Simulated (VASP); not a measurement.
Write the native input for VASP 6.6.1 that does the following.

```
Task                   : single point
Functional             : RPBE
Potentials or basis    : VASP PAW PBE potentials, release 64 (Ta_pv, As, Au, O)
Cutoff                 : 520 eV
k mesh                 : 3 × 3 × 3
Occupations            : fermi-dirac, width 0.05 eV
Spin                   : no spin polarisation
Dipole correction      : no
Further INCAR settings : LREAL = Auto; ALGO = Normal; EDIFF = 1e-06; NBANDS = 84
```

The structure of Ta3AsAu2O13 lies in POSCAR:

```
Ta3AsAu2O13
1.0
    5.2423700000      3.0266800000      4.1427300000
   -5.2423700000      3.0266800000      4.1427300000
    0.0000000000     -6.0533700000      4.1427300000
Ta As Au O
3 1 2 13
Direct
    0.2310800000      0.5722900000      0.2310800000
    0.2310800000      0.2310800000      0.5722900000
    0.5722900000      0.2310800000      0.2310800000
    0.5587800000      0.5587800000      0.5587800000
    0.9655900000      0.9655900000      0.9655900000
    0.7510500000      0.7510500000      0.7510500000
    0.4088400000      0.6676200000      0.4088400000
    0.4088400000      0.4088400000      0.6676200000
    0.6676200000      0.4088400000      0.4088400000
    0.4972600000      0.0131300000      0.3602400000
    0.3602400000      0.4972600000      0.0131300000
    0.0131300000      0.3602400000      0.4972600000
    0.3602400000      0.0131300000      0.4972600000
    0.0131300000      0.4972600000      0.3602400000
    0.4972600000      0.3602400000      0.0131300000
    0.1096300000      0.7480600000      0.1096300000
    0.1096300000      0.1096300000      0.7480600000
    0.7480600000      0.1096300000      0.1096300000
    0.3084000000      0.3084000000      0.3084000000
```

One way to write it, as run:

INCAR

```
SYSTEM = Ta3AsAu2O13
  PREC = Accurate
  ENCUT = 520
  EDIFF = 1E-6
  ISMEAR = -1
  SIGMA = 0.05
  LREAL = Auto
  LASPH = .True.
  NELM = 60
  ALGO = Normal
  ISIF = 2
  LWAVE = .False.
  LCHARG = .False.
  GGA = RP
  NBANDS = 84
```

KPOINTS

```
regular mesh
0
Gamma
  3 3 3
  0 0 0
```

Potentials or basis: VASP PAW PBE potentials, release 64 (Ta_pv, As, Au, O).

Run with:

```bash
$ cat potpaw_PBE.64/Ta_pv/POTCAR potpaw_PBE.64/As/POTCAR potpaw_PBE.64/Au/POTCAR potpaw_PBE.64/O/POTCAR > POTCAR
$ mpirun -np 1 vasp_std > vasp.out
```

Results of the run:

```
Pressure               : 2.7 GPa
Largest force          : 0.383 eV/Å
Band gap on the k mesh : 1.13 eV (least direct gap 1.17 eV)
```

Caveat: the PAW data sets were made with another functional, which shifts forces and pressure a little; spin-orbit coupling is left out, which moves the levels of the heavy elements.

It took 4.1 min on 1 thread of Intel(R) Xeon(R) Platinum 8488C (Sapphire Rapids), with other jobs on the host, peak memory 0.5 GiB.
